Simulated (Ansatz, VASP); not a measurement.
# ZnO in VASP and in Ansatz

The input INCAR:

```
PREC = Accurate ; ENCUT = 520
EDIFF = 1E-6 ; ISMEAR = 0
SIGMA = 0.1 ; LREAL = False
LASPH = True ; NELM = 60
ALGO = Normal ; ISIF = 2
LWAVE = False ; LCHARG = False
GGA = PE ; NBANDS = 26
```

KPOINTS

```
regular mesh
0
Gamma
  9 9 5
```

POSCAR

```
ZnO
1.0
    3.2493080000      0.0000000000      0.0000000000
   -1.6246540000      2.8139832727      0.0000000000
    0.0000000000      0.0000000000      5.2057090000
Zn O
2 2
Direct
    0.6666666667      0.3333333333      0.0000000000
    0.3333333333      0.6666666667      0.5000000000
    0.3333333333      0.6666666667      0.8790100000
    0.6666666667      0.3333333333      0.3790100000
```

Contents of input.yaml:

```yaml
crystal:
  lattice:
    - [3.249308, 0.0, 0.0]
    - [-1.624654, 2.8139832727, 0.0]
    - [0.0, 0.0, 5.205709]
  atoms:
    - { symbol: Zn, position: [0.6666666667, 0.3333333333, 0.0] }
    - { symbol: Zn, position: [0.3333333333, 0.6666666667, 0.5] }
    - { symbol: O, position: [0.3333333333, 0.6666666667, 0.87901] }
    - { symbol: O, position: [0.6666666667, 0.3333333333, 0.37901] }
hamiltonian:
  xc: pbe
  pseudopotentials: { kind: paw }
kpoints:
  mp_grid: { grid: [9, 9, 5] }
scf:
  occupations: { method: gaussian, width: 0.1 }
output:
  forces: true
  stress: true
  eigenvalues: true
```

Alike in both runs: task single point; functional PBE; k mesh 9 × 9 × 5; occupations gaussian, width 0.1 eV; no spin polarisation.

|  | VASP | Ansatz |
| --- | --- | --- |
| version | VASP 6.6.1 | Ansatz 0.2.0 |
| potentials or method | VASP PAW PBE potentials, release 64 (Zn, O) | Ansatz PAW |
| plane-wave cutoff (eV) | 520 | 420 |
| valence electrons in the cell | 36 | 36 |

Ansatz gave:

- gap on the k mesh at the Fermi level (eV): 0.80
- least direct gap on the mesh (eV): 0.80
- pressure (GPa): 4.9
- traceless stress, the component that is largest in VASP (GPa): 1.14
- rms of the force components (eV/Å): 0.040

Question: Which values does VASP return?

Answer: gap on the k mesh at the Fermi level (eV): 0.79; least direct gap on the mesh (eV): 0.79; pressure (GPa): 6.0; traceless stress, the component that is largest in VASP (GPa): 1.17; rms of the force components (eV/Å): 0.043.

Atom by atom the forces differ by 0.002 eV/Å (rms over components). With one functional, cell and mesh, what is left measures potentials, basis and numerics.

Noted on Ansatz's run: odd divisions of the mesh miss points on the zone boundary, where band edges often lie, so the gap on the mesh can be too wide.
